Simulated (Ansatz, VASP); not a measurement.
# One calculation of Al2Ru, two programs

INCAR

```
ALGO = Fast ; EDIFF = 1E-7
EDIFFG = -0.01 ; ENCUT = 600
GGA = PS ; IBRION = 2
ISIF = 3 ; ISMEAR = 0
LASPH = T ; LCHARG = F
LREAL = F ; LWAVE = F
NELM = 100 ; NSW = 80
PREC = Accurate ; SIGMA = 0.1
```

KPOINTS

```
k-points
0
Gamma
  18 18 18
```

Contents of POSCAR:

```
Al2Ru
1.0
   -1.5604216200      1.5604216200      4.2218055900
    1.5604216200     -1.5604216200      4.2218055900
    1.5604216200      1.5604216200     -4.2218055900
Al Ru
2 1
Direct
    0.6592021900      0.6592021900      0.0000000000
    0.3407978100      0.3407978100      0.0000000000
    0.0000000000      0.0000000000      0.0000000000
```

Input for Ansatz:

```yaml
crystal:
  lattice:
    - [-1.56042162, 1.56042162, 4.22180559]
    - [1.56042162, -1.56042162, 4.22180559]
    - [1.56042162, 1.56042162, -4.22180559]
  atoms:
    - { symbol: Al, position: [0.65920219, 0.65920219, 0.0] }
    - { symbol: Al, position: [0.34079781, 0.34079781, 0.0] }
    - { symbol: Ru, position: [0.0, 0.0, 0.0] }
basis:
  ecutwfc: 650
kpoints:
  mp_grid: { grid: [18, 18, 18] }
hamiltonian:
  xc: pbesol
scf:
  occupations: { method: gaussian, width: 0.1 }
output:
  forces: true
  stress: true
  eigenvalues: true
relax:
  adjacent_minimum: "off"
  f_tol: 0.01
  max_steps: 60
  cell: { stress_tol: 0.05 }
```

Alike in both runs: task relaxation of cell and atoms; functional PBEsol; k mesh 18 × 18 × 18; occupations gaussian, width 0.1 eV; no spin polarisation.

|  | VASP | Ansatz |
| --- | --- | --- |
| version | VASP 6.6.1 | Ansatz 0.2.0 |
| potentials or method | VASP PAW PBE potentials, release 64 (Al, Ru_pv), cutoff 600 eV | scalar-relativistic, plane waves, PAW |
| valence electrons in the cell | 20 | 22 |

```csv
,VASP,Ansatz,Ansatz less VASP
"gap on the k mesh at the Fermi level, each at its own relaxed structure (eV)",none,none,-
relaxed volume (Å³/atom),13.69,13.68,-0.009
relaxed length of the cell vector where the two differ most in proportion (Å),4.756,4.755,-0.0013
```

VASP's potentials were made for PBE, not for PBEsol. A gap of «none» marks a metal or a gap that the smearing closes. VASP's potentials hold 20 valence electrons a cell and Ansatz's 22, so a difference there can come from the potentials and not from the codes.
